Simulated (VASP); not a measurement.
**As: single point with PBEsol**

Crystal: As.

```xyz
2
Lattice="1.7693 1.0215 2.9036 -1.7693 1.0215 2.9036 0.0000 -2.0430 2.9036" Properties=species:S:1:pos:R:3 pbc="T T T"
As    0.0000    0.0000    2.1448
As    0.0000    0.0000    6.5661
```

- Program: VASP 6.6.1
- Task: single point
- Functional: PBEsol
- Potentials or basis: VASP PAW PBE potentials, release 64 (As)
- Cutoff: 520 eV
- k mesh: 9 × 9 × 9
- Occupations: fermi-dirac, width 0.05 eV
- Spin: no spin polarisation
- Dipole correction: no
- Further INCAR settings: ALGO = Normal; EDIFF = 1e-07; NBANDS = 12

```yaml
Pressure: 31.2 GPa
Largest_force: 0.031 eV/Å
Band_gap_on_the_k_mesh: zero (band 5 reaches 9.08 eV, above the bottom of band 6 at 8.14 eV)
```

Forces on the atoms (eV/Å):
```
As   0.000  0.000  0.031
As   0.000  0.000 -0.031
```

Levels at points of the mesh, in eV from the Fermi level:
```
           k point  band 2  band 3  band 4  band 5  band 6  band 7  band 8  band 9
(0.00, 0.00, 0.00)   -3.12   -2.48   -2.42   -2.42    4.59    4.79    4.79    5.43
```

Run time: 18 s on 1 thread of Intel(R) Xeon(R) Platinum 8488C (Sapphire Rapids), with other jobs on the host, peak memory 0.16 GiB.

Caveat: the PAW data sets were made with another functional, which shifts forces and pressure a little.
